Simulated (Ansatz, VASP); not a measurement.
# KIr3: VASP beside Ansatz

```
K Ir
1.0
     4.06818    0.00000    0.00000
     0.00000    4.06818    0.00000
     0.00000    0.00000    4.06818
K Ir
1 3
Direct
  0.00000 0.00000 0.00000
  0.00000 0.50000 0.50000
  0.50000 0.00000 0.50000
  0.50000 0.50000 0.00000
```

Alike in both runs: functional PBE; k mesh 12 × 12 × 12; occupations gaussian, width 0.1 eV; no spin polarisation.

Ansatz relaxed the structure, and its values are those at the end. VASP's run is a single point on that final structure, the one shown.

|  | VASP | Ansatz |
| --- | --- | --- |
| version | VASP 6.6.1 | Ansatz 0.2.0 |
| potentials or method | VASP PAW PBE potentials, release 64 (K_sv, Ir), cutoff 520 eV | scalar-relativistic, plane waves, PAW |
| valence electrons in the cell | 36 | 60 |

VASP gave:

```
gap on the k mesh at the Fermi level (eV) : none
pressure (GPa)                            : 0.7
```

Problem. Estimate Ansatz's values.

Solution. gap on the k mesh at the Fermi level (eV): none; pressure (GPa): 0.0.

A gap of «none» marks a metal or a gap that the smearing closes. VASP's potentials hold 36 valence electrons a cell and Ansatz's 60, so a difference there can come from the potentials and not from the codes.

Neither program's run includes spin-orbit coupling.
